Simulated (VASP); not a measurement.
A run of VASP 6.6.1 is set up as follows.

POSCAR

```
GaSb
1.0
    0.0000000000      3.0247512495      3.0247512495
    3.0247512495      0.0000000000      3.0247512495
    3.0247512495      3.0247512495      0.0000000000
Ga Sb
1 1
Direct
    0.0000000000      0.0000000000      0.0000000000
    0.2500000000      0.2500000000      0.2500000000
```

File INCAR.step1:

```
SYSTEM = GaSb
PREC     = Accurate       ! precision mode
ENCUT    = 520            ! plane-wave cutoff, eV
EDIFF    = 1E-5           ! SCF threshold, eV
ISMEAR   = -1             ! smearing method
SIGMA    = 0.1            ! smearing width, eV
LREAL    = .FALSE.        ! projectors in reciprocal space
LASPH    = .TRUE.         ! aspherical terms in the spheres
NELM     = 60             ! most SCF steps
ALGO     = Normal         ! electronic algorithm
ISIF     = 2              ! what is computed and relaxed
LWAVE    = .TRUE.         ! write WAVECAR
NBANDS   = 16             ! bands
GGA      = PE             ! functional
```

The input INCAR.step2:

```
SYSTEM = GaSb
PREC     = Accurate       ! precision mode
ENCUT    = 520            ! plane-wave cutoff, eV
EDIFF    = 1E-6           ! SCF threshold, eV
ISMEAR   = -1             ! smearing method
SIGMA    = 0.1            ! smearing width, eV
LREAL    = .FALSE.        ! projectors in reciprocal space
LASPH    = .TRUE.         ! aspherical terms in the spheres
NELM     = 60             ! most SCF steps
ALGO     = Normal         ! electronic algorithm
ISIF     = 2              ! what is computed and relaxed
LWAVE    = .FALSE.        ! write WAVECAR
LCHARG   = .TRUE.         ! write CHGCAR
GGA      = PE             ! functional
LHFCALC  = .TRUE.         ! exact exchange
HFSCREEN = 0.2079         ! screening, 1/A
PRECFOCK = Normal       
LELF     = .TRUE.         ! ELF
LVHAR    = .TRUE.       
NBANDS   = 16             ! bands
ISTART   = 1
```

The input KPOINTS:

```
Automatic mesh
0
G
  4 4 4
  0 0 0
```

Potentials or basis: VASP PAW PBE potentials, release 64 (Ga_d, Sb).

The run is started by

```sh
$ cat potpaw_PBE.64/Ga_d/POTCAR potpaw_PBE.64/Sb/POTCAR > POTCAR
$ cp INCAR.step1 INCAR
$ mpirun -np 1 vasp_std > vasp.out
$ cp INCAR.step2 INCAR
$ mpirun -np 1 vasp_std > vasp.out
```

(1) Predict the pressure.

(2) What does it give for the band gap on the k mesh?

Answers

(1) 2.4 GPa.

(2) 1.18 eV.

Caveat: the k points lie up to 0.45 Å⁻¹ apart; the PAW data sets were made with another functional, which shifts forces and pressure a little; spin-orbit coupling is left out, which moves the levels of the heavy elements.
